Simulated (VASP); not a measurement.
# CuO (Fm-3m) in VASP: single point with PBE

Aim: the single point of CuO with PBE.

All numbers are computed with VASP 6.6.1; they aren't measurements. Logs are shortened: lines on timing, memory, paths and dates and some standing lists are left out, and cuts for length are marked.

**1. The cell of the first run**

The structure is cubic, space group Fm-3m (No. 225). Conventional cell: a = 4.233 Å, b = 4.233 Å, c = 4.233 Å, α = 90.00°, β = 90.00°, γ = 90.00°. Cu (site symmetry m-3m) has 6 O at 2.12 Å within 2.8 Å. Within 2.8 Å of O (site symmetry m-3m) lie 6 Cu at 2.12 Å.

**2. Single point, PBE**

Input file INCAR:

```
SYSTEM = CuO
ALGO     = Normal         ! electronic algorithm
EDIFF    = 1E-6           ! SCF threshold, eV
ENCUT    = 520            ! plane-wave cutoff, eV
GGA      = PE             ! functional
ISIF     = 2              ! what is computed and relaxed
ISMEAR   = 0              ! smearing method
LASPH    = .TRUE.         ! aspherical terms in the spheres
LCHARG   = .FALSE.        ! write CHGCAR
LREAL    = .FALSE.        ! projectors in reciprocal space
LWAVE    = .FALSE.        ! write WAVECAR
NBANDS   = 16             ! bands
NELM     = 60             ! most SCF steps
PREC     = Accurate       ! precision mode
SIGMA    = 0.15           ! smearing width, eV
```

Input file KPOINTS:

```
k-points
0
G
  20 20 20
  0 0 0
```

Input file POSCAR:

```
CuO
1.0
    0.0000000000      2.1165600000      2.1165600000
    2.1165600000      0.0000000000      2.1165600000
    2.1165600000      2.1165600000      0.0000000000
Cu O
1 1
Direct
    0.0000000000      0.0000000000      0.0000000000
    0.5000000000      0.5000000000      0.5000000000
```

Potentials or basis: VASP PAW PBE potentials, release 64 (Cu, O).

Launch:

```
> cat potpaw_PBE.64/Cu/POTCAR potpaw_PBE.64/O/POTCAR > POTCAR
> mpirun -np 1 vasp_std > vasp.out
```

OUTCAR:

```text
SYSTEM = CuO
   EDIFF = 1E-6
   ENCUT = 520
   GGA = PE
   ISIF = 2
   ISMEAR = 0
   LASPH = .TRUE.
   LREAL = .FALSE.
   NELM = 60
   PREC = Accurate

 ion  position               nearest neighbor table
   1  0.000  0.000  0.000-   2 2.12   2 2.12   2 2.12   2 2.12   2 2.12   2 2.12
   2  0.500  0.500  0.500-   1 2.12   1 2.12   1 2.12   1 2.12   1 2.12   1 2.12

  LATTYP: Found a face centered cubic cell.
 ALAT       =     4.2331200000

  Lattice vectors:

 A1 = (   0.0000000000,   2.1165600000,   2.1165600000)
 A2 = (   2.1165600000,   0.0000000000,   2.1165600000)
 A3 = (   2.1165600000,   2.1165600000,   0.0000000000)

Analysis of symmetry for initial positions (statically):
=====================================================================
 Subroutine PRICEL returns:
 Original cell was already a primitive cell.

 Routine SETGRP: Setting up the symmetry group for a
 face centered cubic supercell.

 Subroutine GETGRP returns: Found 48 space group operations
 (whereof 48 operations were pure point group operations)
 out of a pool of 48 trial point group operations.

The static configuration has the point symmetry O_h .

Analysis of symmetry for dynamics (positions and initial velocities):
=====================================================================
 Subroutine PRICEL returns:
 Original cell was already a primitive cell.

 Routine SETGRP: Setting up the symmetry group for a
 face centered cubic supercell.

 Subroutine GETGRP returns: Found 48 space group operations
 (whereof 48 operations were pure point group operations)
 out of a pool of 48 trial point group operations.

The dynamic configuration has the point symmetry O_h .

 Subroutine INISYM returns: Found 48 space group operations
 (whereof 48 operations are pure point group operations),
 and found     1 'primitive' translations

----------------------------------------------------------------------------------------

                                     Primitive cell

  volume of cell :      18.9636

  direct lattice vectors                    reciprocal lattice vectors
     0.000000000  2.116560000  2.116560000    -0.236232377  0.236232377  0.236232377
     2.116560000  0.000000000  2.116560000     0.236232377 -0.236232377  0.236232377
     2.116560000  2.116560000  0.000000000     0.236232377  0.236232377 -0.236232377

  length of vectors
     2.993267858  2.993267858  2.993267858     0.409166479  0.409166479  0.409166479

  position of ions in fractional coordinates (direct lattice)
     0.000000000  0.000000000  0.000000000
     0.500000000  0.500000000  0.500000000

  ion indices of the primitive-cell ions
   primitive index   ion index
                 1           1
                 2           2

----------------------------------------------------------------------------------------

 KPOINTS: k-points

Automatic generation of k-mesh.
 Grid dimensions read from file:
 generate k-points for:   20   20   20

 Generating k-lattice:

  Cartesian coordinates                     Fractional coordinates (reciprocal lattice)
    -0.011811619  0.011811619  0.011811619     0.050000000  0.000000000  0.000000000
     0.011811619 -0.011811619  0.011811619     0.000000000  0.050000000  0.000000000
     0.011811619  0.011811619 -0.011811619     0.000000000  0.000000000  0.050000000

  Length of vectors
     0.020458324  0.020458324  0.020458324

  Shift w.r.t. Gamma in fractional coordinates (k-lattice)
     0.000000000  0.000000000  0.000000000

 Subroutine IBZKPT returns following result:
 ===========================================

 Found    256 irreducible k-points:

 Following reciprocal coordinates:
            Coordinates               Weight
  0.000000  0.000000  0.000000      1.000000
  0.050000  0.000000  0.000000      8.000000
  0.100000  0.000000  0.000000      8.000000
  0.150000  0.000000  0.000000      8.000000
  0.200000  0.000000  0.000000      8.000000
  0.250000  0.000000  0.000000      8.000000
[... 16 lines left out ...]
 -0.400000  0.050000  0.000000     24.000000
 -0.350000  0.050000  0.000000     24.000000
 [... further k-points ...]
   k-points           NKPTS =    256   k-points in BZ     NKDIM =    256   number of bands    NBANDS=     16
   number of dos      NEDOS =    301   number of ions     NIONS =      2
   total plane-waves  NPLWV =  13824
   dimension x,y,z NGX =    24 NGY =   24 NGZ =   24
   dimension x,y,z NGXF=    48 NGYF=   48 NGZF=   48
   ions per type =               1   1
   NGX,Y,Z   is equivalent  to a cutoff of  13.33, 13.33, 13.33 a.u.
   NGXF,Y,Z  is equivalent  to a cutoff of  26.66, 26.66, 26.66 a.u.
 SYSTEM =  CuO
   PREC   = accura    normal or accurate (medium, high low for compatibility)
   ISTART =      0    job   : 0-new  1-cont  2-samecut
   ICHARG =      2    charge: 1-file 2-atom 10-const
   ISPIN  =      1    spin polarized calculation?
   LNONCOLLINEAR =      F non collinear calculations
   LSORBIT =      F    spin-orbit coupling
   LASPH  =      T    aspherical Exc in radial PAW
   ENCUT  =  520.0 eV  38.22 Ry    6.18 a.u.   5.57  5.57  5.57*2*pi/ulx,y,z
   NELM   =     60;   NELMIN=  2; NELMDL= -5     # of ELM steps
   EDIFF  = 0.1E-05   stopping-criterion for ELM
   LREAL  =      F    real-space projection
   EDIFFG = 0.1E-04   stopping-criterion for IOM
   NSW    =      0    number of steps for IOM
   IBRION =     -1    ionic relax: 0-MD 1-quasi-New 2-CG
   NFREE  =      0    steps in history (QN), initial steepest desc. (CG)
   ISIF   =      2    stress and relaxation
   ISYM   =      2    0-nonsym 1-usesym 2-fastsym
   POTIM  = 0.5000    time-step for ionic-motion
   TEBEG  =    0.0;   TEEND  =   0.0 temperature during run
   PSTRESS=    0.0 pullay stress
   NELECT =      17.0000    total number of electrons
   NUPDOWN=      -1.0000    fix difference up-down
   EMIN   =  10.00;   EMAX   =-10.00  energy-range for DOS
   EFERMI =   0.00;   METHOD = LEGACY
   ISMEAR =     0;   SIGMA  =   0.15  broadening in eV -4-tet -1-fermi 0-gaus
   EFERMI_NEDOS =   21; number of points for ismear=-14 and -15
   IALGO  =     38    algorithm
   IMIX   =      4    mixing-type and parameters
     AMIX     =   0.40;   BMIX     =  1.00
     AMIX_MAG =   1.60;   BMIX_MAG =  1.00
  volume/ion in A,a.u.               =       9.48        63.99
  Fermi-wavevector in a.u.,A,eV,Ry     =   1.578522  2.982973 33.902055  2.491731
  Thomas-Fermi vector in A             =   2.679040
   LORBIT       =      0    0 simple, 1 ext, 2 COOP (PROOUT), +10 PAW based schemes
   GGA     = PE    functional components
   LHFCALC =     F    Hartree Fock is set to
   AEXX    =    0.0000 exact exchange contribution
   IVDW    =     0    specifies the selected vdW correction
   LEPSILON=     F    determine dielectric tensor
   LRPA    =     F    only Hartree local field effects (RPA)
 non-spin polarized calculation
 Gauss-broadening in eV      SIGMA  =   0.15
  energy-cutoff  :      520.00
  volume of cell :       18.96
 maximum number of plane-waves:       532
   NGX = 11   NGY = 11   NGZ = 11

 number of electron      17.0000007 magnetization

 Free energy of the ion-electron system (eV)
  ---------------------------------------------------
  ext. energy  EPLUGINS =         0.00000000
  ---------------------------------------------------
  free energy    TOTEN  =        -9.54109631 eV

  energy without entropy =       -9.52405236  energy(sigma->0) =       -9.53257434

 E-fermi :   6.2191     XC(G=0): -12.4237

 val. band max:        6.2107145919   @ k =  -0.1500   0.1500   0.0500
 cond. band min:       6.2321610914   @ k =   0.3000   0.1000   0.0500
 fundamental gap:      0.0214464995
 Fermi energy:         6.2190585368

 k-point     1 :       0.0000    0.0000    0.0000
  band No.  band energies     occupation
      1     -13.3460      2.00000
      2       3.7497      2.00000
      3       3.7497      2.00000
      4       3.7497      2.00000
      5       3.8511      2.00000
      6       3.8511      2.00000
[... 8 lines left out ...]
     15      27.4603      0.00000
     16      27.4603      0.00000

 k-point     2 :       0.0500    0.0000    0.0000
  band No.  band energies     occupation
      1     -13.3191      2.00000
      2       3.4095      2.00000
      3       3.4708      2.00000
      4       3.4708      2.00000
      5       3.7950      2.00000
      6       3.7950      2.00000
[... 8 lines left out ...]
     15      27.3003      0.00000
     16      27.3003      0.00000

 k-point     3 :       0.1000    0.0000    0.0000
  band No.  band energies     occupation
      1     -13.2402      2.00000
      2       2.8249      2.00000
      3       3.0657      2.00000
      4       3.0657      2.00000
      5       3.8331      2.00000
      6       3.8331      2.00000
[... 8 lines left out ...]
     15      27.1019      0.00000
     16      27.1020      0.00000

 k-point     4 :       0.1500    0.0000    0.0000
  band No.  band energies     occupation
      1     -13.1140      2.00000
      2       2.1270      2.00000
      3       2.6822      2.00000
      4       2.6822      2.00000
      5       3.8956      2.00000
      6       3.8957      2.00000
[... 8 lines left out ...]
     15      27.1716      0.00000
     16      27.1716      0.00000
[... 324 lines left out ...]
 k-point    22 :      -0.4500    0.0500    0.0000
  band No.  band energies     occupation
      1     -12.0690      2.00000
      2      -1.1907      2.00000
      3       1.2929      2.00000
      4       1.2946      2.00000
      5       4.3538      2.00000
      6       4.3628      2.00000
[... 8 lines left out ...]
     15      30.9405      0.00000
     16      30.9757      0.00000

 k-point    23 :      -0.4000    0.0500    0.0000
  band No.  band energies     occupation
      1     -12.1528      2.00000
      2      -0.9894      2.00000
      3       1.3482      2.00000
      4       1.3814      2.00000
      5       4.3056      2.00000
      6       4.3411      2.00000
[... 8 lines left out ...]
     15      30.0827      0.00000
     16      30.8433      0.00000

 k-point    24 :      -0.3500    0.0500    0.0000
  band No.  band energies     occupation
      1     -12.2951      2.00000
      2      -0.6315      2.00000
      3       1.4610      2.00000
      4       1.5313      2.00000
      5       4.2344      2.00000
      6       4.2908      2.00000
[... 8 lines left out ...]
     15      29.1378      0.00000
     16      30.3735      0.00000

 [... further k-points ...]
[... 5 lines left out ...]
  --------------------------------------------------------------------------------------
  -------------------------------------------------------------------------------------
  Total        0.2029769      0.2029769      0.2029769     -0.0000000     -0.0000000      0.0000000
  in kB       17.1488718     17.1488718     17.1488718     -0.0000000     -0.0000000      0.0000000
  external PRESSURE =      17.1488718 kB  Pullay stress =       0.0000000 kB

 VOLUME and BASIS-vectors are now :
 -----------------------------------------------------------------------------
  energy-cutoff  :      520.00
  volume of cell :       18.96
      direct lattice vectors                 reciprocal lattice vectors
     0.000000000  2.116560000  2.116560000    -0.236232377  0.236232377  0.236232377
     2.116560000  0.000000000  2.116560000     0.236232377 -0.236232377  0.236232377
     2.116560000  2.116560000  0.000000000     0.236232377  0.236232377 -0.236232377

 POSITION                                       TOTAL-FORCE (eV/Angst)
 -----------------------------------------------------------------------------------
      0.00000      0.00000      0.00000        -0.000000      0.000000     -0.000000
      2.11656      2.11656      2.11656         0.000000     -0.000000      0.000000
 -----------------------------------------------------------------------------------
    total drift:                                0.000000     -0.000000     -0.000000

  FREE ENERGIE OF THE ION-ELECTRON SYSTEM (eV)
  ---------------------------------------------------
  free  energy   TOTEN  =        -9.5410963102 eV

  energy  without entropy=       -9.5240523600  energy(sigma->0) =       -9.53257434
```

Wall time 33 s (1 thread of Intel Xeon 6975P-C (Granite Rapids), shared host); peak memory 0.19 GiB.

What came out:

- Free energy: -9.5411 eV
- Pressure: 1.7 GPa

Caveat: an odd number of electrons without spin polarisation forces a metal; a magnetic or distorted state may lie lower; semilocal functionals often make such compounds metallic where correlation or magnetic order opens a gap, which also shifts bond lengths. With open d or f shells a metallic result of PBE can be an artefact of self-interaction; +U or a hybrid may open a gap.
